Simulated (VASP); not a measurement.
# Al4Ni (I4/m) in VASP: density of states with PBE

Aim: the density of states of Al4Ni with PBE.

Everything below comes from runs of VASP 6.6.1. Logs are shortened: lines on timing, memory, paths and dates and some standing lists are left out, and cuts for length are marked.

## (1) The cell of the first run

The structure is tetragonal, space group I4/m (No. 87). Conventional cell: a = 6.160 Å, b = 6.160 Å, c = 3.868 Å, α = 90.00°, β = 90.00°, γ = 90.00°. Al (site symmetry m) has 9 Al at 2.68 to 2.84 Å and 3 Ni at 2.73 to 2.74 Å within 3.5 Å. Ni (site symmetry 4/m) has 12 Al at 2.73 to 2.74 Å within 3.6 Å.

## (2) Density of states, PBE

POSCAR

```
Al4Ni
1.0
   -3.0800303076      3.0800303076      1.9339153570
    3.0800303076     -3.0800303076      1.9339153570
    3.0800303076      3.0800303076     -1.9339153570
Al Ni
4 1
Direct
    0.7956207410      0.6059821181      0.4016028591
    0.3940178819      0.7956207410      0.1896386228
    0.6059821181      0.2043792590      0.8103613772
    0.2043792590      0.3940178819      0.5983971409
    0.0000000000      0.0000000000      0.0000000000
```

INCAR.step1

```
SYSTEM = Al4Ni
PREC = Accurate
ENCUT = 520
EDIFF = 1E-7
ISMEAR = 0
SIGMA = 0.1
LREAL = .FALSE.
LASPH = .TRUE.
NELM = 80
ALGO = Fast
ISIF = 2
LWAVE = .FALSE.
LCHARG = .TRUE.
LMAXMIX = 4
GGA = PE
NBANDS = 19
```

KPOINTS.step1

```
Automatic mesh
0
G
  12 12 12
  0 0 0
```

INCAR.step2

```
SYSTEM = Al4Ni
PREC = Accurate
ENCUT = 520
EDIFF = 1E-7
ISMEAR = -5
SIGMA = 0.1
LREAL = .FALSE.
LASPH = .TRUE.
NELM = 80
ALGO = Fast
ISIF = 2
LWAVE = .FALSE.
LCHARG = .FALSE.
LMAXMIX = 4
GGA = PE
LORBIT = 10
NEDOS = 1001
ICHARG = 11
```

KPOINTS.step2

```
Automatic mesh
0
G
  18 18 18
  0 0 0
```

Potentials or basis: VASP PAW PBE potentials, release 64 (Al, Ni).

The run is started by

```bash
$ cat potpaw_PBE.64/Al/POTCAR potpaw_PBE.64/Ni/POTCAR > POTCAR
$ cp INCAR.step1 INCAR
$ cp KPOINTS.step1 KPOINTS
$ mpirun -np 1 vasp_std > vasp.out
$ cp INCAR.step2 INCAR
$ cp KPOINTS.step2 KPOINTS
$ mpirun -np 1 vasp_std > vasp.out
```

OUTCAR:

```text
SYSTEM = Al4Ni
   PREC = Accurate
   ENCUT = 520
   EDIFF = 1E-7
   ISMEAR = -5
   LREAL = .FALSE.
   LASPH = .TRUE.
   NELM = 80
   ISIF = 2
   GGA = PE
   LORBIT = 10
   ICHARG = 11

 ion  position               nearest neighbor table
   1  0.796  0.606  0.402-   4 2.68   4 2.68   5 2.73   5 2.74   5 2.74   3 2.74   2 2.74   2 2.79
                             3 2.79   2 2.79   3 2.79   4 2.84
   2  0.394  0.796  0.190-   3 2.68   3 2.68   5 2.73   5 2.74   5 2.74   4 2.74   1 2.74   1 2.79
                             4 2.79   1 2.79   4 2.79   3 2.84
   3  0.606  0.204  0.810-   2 2.68   2 2.68   5 2.73   5 2.74   5 2.74   1 2.74   4 2.74   4 2.79
                             1 2.79   4 2.79   1 2.79   2 2.84
   4  0.204  0.394  0.598-   1 2.68   1 2.68   5 2.73   5 2.74   5 2.74   2 2.74   3 2.74   3 2.79
                             2 2.79   3 2.79   2 2.79   1 2.84
   5  0.000  0.000  0.000-   2 2.73   3 2.73   4 2.73   1 2.73   3 2.74   2 2.74   4 2.74   1 2.74
                             1 2.74   4 2.74   2 2.74   3 2.74

  LATTYP: Found a body centered tetragonal cell.
 ALAT       =     6.1600606152
 C/A-ratio  =     0.6278884179

  Lattice vectors:

 A1 = (  -3.0800303076,   3.0800303076,   1.9339153570)
 A2 = (   3.0800303076,  -3.0800303076,   1.9339153570)
 A3 = (   3.0800303076,   3.0800303076,  -1.9339153570)

Analysis of symmetry for initial positions (statically):
=====================================================================
 Subroutine PRICEL returns:
 Original cell was already a primitive cell.

 Routine SETGRP: Setting up the symmetry group for a
 body centered tetragonal supercell.

 Subroutine GETGRP returns: Found  8 space group operations
 (whereof  8 operations were pure point group operations)
 out of a pool of 16 trial point group operations.

The static configuration has the point symmetry C_4h.

Analysis of symmetry for dynamics (positions and initial velocities):
=====================================================================
 Subroutine PRICEL returns:
 Original cell was already a primitive cell.

 Routine SETGRP: Setting up the symmetry group for a
 body centered tetragonal supercell.

 Subroutine GETGRP returns: Found  8 space group operations
 (whereof  8 operations were pure point group operations)
 out of a pool of 16 trial point group operations.

The dynamic configuration has the point symmetry C_4h.

 Subroutine INISYM returns: Found  8 space group operations
 (whereof  8 operations are pure point group operations),
 and found     1 'primitive' translations

----------------------------------------------------------------------------------------

[... 128 lines left out ...]
   IVDW    =     0    specifies the selected vdW correction
   LEPSILON=     F    determine dielectric tensor
   LRPA    =     F    only Hartree local field effects (RPA)
 non-spin polarized calculation
 RMM-DIIS sequential band-by-band and
 Fermi weights with tetrahedron method with Bloechl corrections
  energy-cutoff  :      520.00
  volume of cell :       73.39
 maximum number of plane-waves:      1999

 number of electron      22.0000008 magnetization

 Free energy of the ion-electron system (eV)
  ---------------------------------------------------
  ext. energy  EPLUGINS =         0.00000000
  ---------------------------------------------------
  free energy    TOTEN  =       -21.33713022 eV

  energy without entropy =      -21.33713022  energy(sigma->0) =      -21.33713022

 E-fermi :   8.6915     XC(G=0): -10.8179

 val. band max:        8.7532328540   @ k =  -0.2222  -0.3889  -0.1667
 cond. band min:       8.6017791761   @ k =   0.2222   0.2222   0.0000
 fundamental gap:     -0.1514536778
 Fermi energy:         8.6915192587

 k-point     1 :       0.0000    0.0000    0.0000
  band No.  band energies     occupation
      1      -2.5521      2.00000
      2       3.8630      2.00000
      3       4.9250      2.00000
      4       5.1525      2.00000
      5       5.1525      2.00000
      6       6.2283      2.00000
      7       6.2283      2.00000
      8       6.4639      2.00000
      9       6.9650      2.00000
     10       8.0071      2.00000
     11       9.5365      0.00000
     12      10.7808      0.00000
     13      10.7808      0.00000
     14      11.2654      0.00000
[... 401 lines left out ...]
      2       1.0493      2.00000
      3       3.5246      2.00000
      4       4.3346      2.00000
      5       4.6650      2.00000
      6       5.2305      2.00000
      7       5.9676      2.00000
      8       6.4255      2.00000
      9       7.0003      2.00000
     10       7.1966      2.00000
     11       7.9870      2.00000
     12       8.3134      2.00000
     13       9.8698      0.00000
     14      11.3705      0.00000
     15      12.3323      0.00000

 [... further k-points ...]

------------------------ aborting loop because EDIFF is reached ----------------------------------------

  FORCE on cell =-STRESS in cart. coord.  units (eV):
  Direction    XX          YY          ZZ          XY          YZ          ZX
  --------------------------------------------------------------------------------------
  -------------------------------------------------------------------------------------
  Total       -0.3993326     -0.3993326     -0.4406954      0.0000000      0.0000000      0.0000000
  in kB       -8.7184217     -8.7184217     -9.6214749      0.0000005      0.0000000      0.0000000
  external PRESSURE =      -9.0194394 kB  Pullay stress =       0.0000000 kB

 VOLUME and BASIS-vectors are now :
 -----------------------------------------------------------------------------
  energy-cutoff  :      520.00
  volume of cell :       73.39
      direct lattice vectors                 reciprocal lattice vectors
    -3.080030308  3.080030308  1.933915357     0.000000000  0.162336065  0.258542856
     3.080030308 -3.080030308  1.933915357     0.162336065  0.000000000  0.258542856
     3.080030308  3.080030308 -1.933915357     0.162336065  0.162336065  0.000000000

 POSITION                                       TOTAL-FORCE (eV/Angst)
 -----------------------------------------------------------------------------------
      0.65286      1.82104      1.93392         0.001514      0.005685      0.000000
      1.82104     -0.65286      1.93392         0.005685     -0.001514      0.000000
      1.25899      3.73289     -0.00000        -0.005685      0.001514     -0.000000
      2.42717      1.25899     -0.00000        -0.001514     -0.005685     -0.000000
      0.00000      0.00000      0.00000        -0.000000      0.000000     -0.000000
 -----------------------------------------------------------------------------------
    total drift:                               -0.000000     -0.000000      0.000000

  FREE ENERGIE OF THE ION-ELECTRON SYSTEM (eV)
  ---------------------------------------------------
  free  energy   TOTEN  =       -21.3371302197 eV

  energy  without entropy=      -21.3371302197  energy(sigma->0) =      -21.33713022

 total charge

# of ion       s       p       d       tot
------------------------------------------
    1        0.416   0.372   0.000   0.788
    2        0.416   0.372   0.000   0.788
    3        0.416   0.372   0.000   0.788
    4        0.416   0.372   0.000   0.788
    5        0.440   0.410   8.373   9.224
--------------------------------------------------
tot          2.103   1.898   8.373  12.374
```

OUTCAR.step1:

```text
SYSTEM = Al4Ni
   PREC = Accurate
   ENCUT = 520
   EDIFF = 1E-7
   ISMEAR = 0
   LREAL = .FALSE.
[... 768 lines left out ...]
      1.25899      3.73289     -0.00000         0.000559      0.001489     -0.000000
      2.42717      1.25899     -0.00000        -0.001489      0.000559      0.000000
      0.00000      0.00000      0.00000        -0.000000      0.000000     -0.000000
 -----------------------------------------------------------------------------------
    total drift:                                0.000000     -0.000000      0.000000

  FREE ENERGIE OF THE ION-ELECTRON SYSTEM (eV)
  ---------------------------------------------------
  free  energy   TOTEN  =       -21.3395929083 eV

  energy  without entropy=      -21.3271350465  energy(sigma->0) =      -21.33336398
```

Run time: 17 min. Hardware: 1 thread of Intel Xeon 6975P-C, shared host; peak memory 0.91 GiB.

What came out:

```yaml
Valence_electrons_inside_the_program's_atomic_spheres: Al 0.79; Ni 9.22
```

Caveat: tetrahedron occupations give inexact forces and stress in metals. Spin polarisation is off, so any magnetic state and its effect on volume and gap are missing.
